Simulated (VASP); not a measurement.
Ti, 1 atom in the cell. Symmetry: Im-3m, No. 229, cubic system. Conventional cell: a = 3.191 Å, b = 3.191 Å, c = 3.191 Å, α = 90.00°, β = 90.00°, γ = 90.00°. Within 3.6 Å of Ti (site symmetry m-3m) lie 14 Ti at 2.76 to 3.19 Å. This isn't the form of Ti at room conditions, which is hcp.

| Item | Value |
| --- | --- |
| Program | VASP 6.6.1 |
| Task | single point |
| Functional | PBEsol |
| Potentials or basis | VASP PAW PBE potentials, release 64 (Ti_sv) |
| Cutoff | 520 eV |
| k mesh | 20 × 20 × 20 |
| Occupations | fermi-dirac, width 0.15 eV |
| Spin | no spin polarisation |
| Dipole correction | no |
| Further INCAR settings | ALGO = Fast; EDIFF = 1e-06; NBANDS = 12 |

Potentials or basis: VASP PAW PBE potentials, release 64 (Ti_sv).

The run is started by

```bash
$ cat potpaw_PBE.64/Ti_sv/POTCAR > POTCAR
$ mpirun -np 1 vasp_std > vasp.out
```

Hardware: 1 thread of Intel Xeon 8259CL, with other jobs on the host.

**Question.** Estimate the wall time of this run.

**Answer.** It took 84 s on 1 thread of Intel Xeon 8259CL (shared host), peak memory 0.17 GiB. Counts: scf iterations 21, k points 256.
